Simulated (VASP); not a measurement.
Input of a VASP 6.6.1 run:

Contents of INCAR:

```
ALGO = Normal
EDIFF = 1E-6
ENCUT = 600
GGA = PS
GGA_COMPAT = False
ISIF = 2
ISMEAR = 0
ISYM = 0
LASPH = True
LCHARG = False
LREAL = False
LWAVE = False
NBANDS = 36
NELM = 120
PREC = Accurate
SIGMA = 0.05
```

Contents of KPOINTS:

```
k-points
0
Gamma
  10 10 2
```

File POSCAR:

```
BN
1.0
   -2.5410113134      0.0000000000      0.0000000000
   -1.2705056567     -2.2005803487      0.0000000000
   -1.2705056567      0.0000000000     12.6098865131
B N
6 6
Direct
    0.5521445007      0.6666666667      0.2290443320
    0.3854778340      0.6666666667      0.5623776653
    0.2188111673      0.6666666667      0.8957109987
    0.3021445007      0.3333333333      0.0623776653
    0.1354778340      0.3333333333      0.3957109987
   -0.0311888327      0.3333333333      0.7290443320
    0.6145554993      0.6666666667      0.1042223347
    0.4478888327      0.6666666667      0.4375556680
    0.2812221660      0.6666666667      0.7708890013
   -0.1354445007      0.3333333333      0.9375556680
    0.1978888327      0.3333333333      0.2708890013
    0.0312221660      0.3333333333      0.6042223347
```

Potentials or basis: VASP PAW PBE potentials, release 64 (B, N).

The run is started by

```bash
$ cat potpaw_PBE.64/B/POTCAR potpaw_PBE.64/N/POTCAR > POTCAR
$ mpirun -np 1 vasp_std > vasp.out
```

(1) Estimate the pressure.

(2) What does it give for the band gap on the k mesh?

(3) Estimate the largest force.

Results:

(1) 1.5 GPa.

(2) 2.61 eV (least direct gap 3.49 eV).

(3) 2.644 eV/Å.

Caveat: the PAW data sets were made with another functional, which shifts forces and pressure a little.
